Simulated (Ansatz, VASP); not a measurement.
**Two plane-wave programs on Al3Cu2**

Contents of INCAR:

```
SYSTEM = Al3Cu2
PREC     = Accurate       ! precision mode
ENCUT    = 520            ! plane-wave cutoff, eV
EDIFF    = 1E-6           ! SCF threshold, eV
ISMEAR   = 0              ! smearing method
SIGMA    = 0.15           ! smearing width, eV
LREAL    = .FALSE.        ! projectors in reciprocal space
LASPH    = .TRUE.         ! aspherical terms in the spheres
NELM     = 100            ! most SCF steps
ALGO     = Fast           ! electronic algorithm
ISIF     = 2              ! what is computed and relaxed
LWAVE    = .FALSE.        ! write WAVECAR
LCHARG   = .TRUE.         ! write CHGCAR
GGA      = PS             ! functional
LELF     = .TRUE.         ! ELF
LVHAR    = .TRUE.       
NBANDS   = 42             ! bands
```

The input KPOINTS:

```
regular mesh
0
G
  13 13 5
  0 0 0
```

File POSCAR:

```
Al3Cu2
1.0
   -2.0492928026     -3.5494792536      0.0000000000
    2.0492928026     -3.5494792536      0.0000000000
    0.0000000000     -4.1408224973      9.9642016679
Al Cu
6 4
Direct
    0.5625250000      0.5625250000      0.7500000000
    0.8541750000      0.8541750000      0.2500000000
    0.1266749458      0.1266749458      0.9257529930
    0.4183249458      0.4183249458      0.4257529930
    0.2900250542      0.2900250542      0.0742470070
   -0.0016249458     -0.0016249458      0.5742470070
    0.5668377908      0.5668377908      0.1711449954
    0.2751877908      0.2751877908      0.6711449954
   -0.1501377908     -0.1501377908      0.8288550046
    0.1415122092      0.1415122092      0.3288550046
```

Input for Ansatz:

```yaml
crystal:
  lattice:
    - [-2.0492928026, -3.5494792536, 0.0]
    - [2.0492928026, -3.5494792536, 0.0]
    - [0.0, -4.1408224973, 9.9642016679]
  atoms:
    - { symbol: Al, position: [0.562525, 0.562525, 0.75] }
    - { symbol: Al, position: [0.854175, 0.854175, 0.25] }
    - { symbol: Al, position: [0.1266749458, 0.1266749458, 0.925752993] }
    - { symbol: Al, position: [0.4183249458, 0.4183249458, 0.425752993] }
    - { symbol: Al, position: [0.2900250542, 0.2900250542, 0.074247007] }
    - { symbol: Al, position: [-0.0016249458, -0.0016249458, 0.574247007] }
    - { symbol: Cu, position: [0.5668377908, 0.5668377908, 0.1711449954] }
    - { symbol: Cu, position: [0.2751877908, 0.2751877908, 0.6711449954] }
    - { symbol: Cu, position: [-0.1501377908, -0.1501377908, 0.8288550046] }
    - { symbol: Cu, position: [0.1415122092, 0.1415122092, 0.3288550046] }
basis:
  ecutwfc: 420
kpoints:
  mp_grid: { grid: [13, 13, 5] }
hamiltonian:
  xc: pbesol
scf:
  occupations: { method: gaussian, width: 0.15 }
output:
  forces: true
  stress: true
  eigenvalues: true
  write_density: true
  write_potential: true
  elf: true
  volumetric_format: npy
```

Alike in both runs: task single point; functional PBEsol; k mesh 13 × 13 × 5; occupations gaussian, width 0.15 eV; no spin polarisation.

```csv
,VASP,Ansatz
version,VASP 6.6.1,Ansatz 0.2.0
potentials or method,"VASP PAW PBE potentials, release 64 (Al, Cu), cutoff 520 eV","scalar-relativistic, plane waves, PAW"
valence electrons in the cell,62,94
```

Ansatz gave:

```
gap on the k mesh at the Fermi level (eV)                     : none
pressure (GPa)                                                : 1.7
traceless stress, the component that is largest in VASP (GPa) : -1.65
rms of the force components (eV/Å)                            : 0.549
```

**Question.** What did VASP give for the same quantities?

**Answer.** gap on the k mesh at the Fermi level (eV): none; pressure (GPa): 1.8; traceless stress, the component that is largest in VASP (GPa): -1.65; rms of the force components (eV/Å): 0.551.

VASP's potentials were made for PBE, not for PBEsol. Atom by atom the forces differ by 0.008 eV/Å (rms over components). A gap of «none» marks a metal or a gap that the smearing closes. VASP's potentials hold 62 valence electrons a cell and Ansatz's 94, so a difference there can come from the potentials and not from the codes.
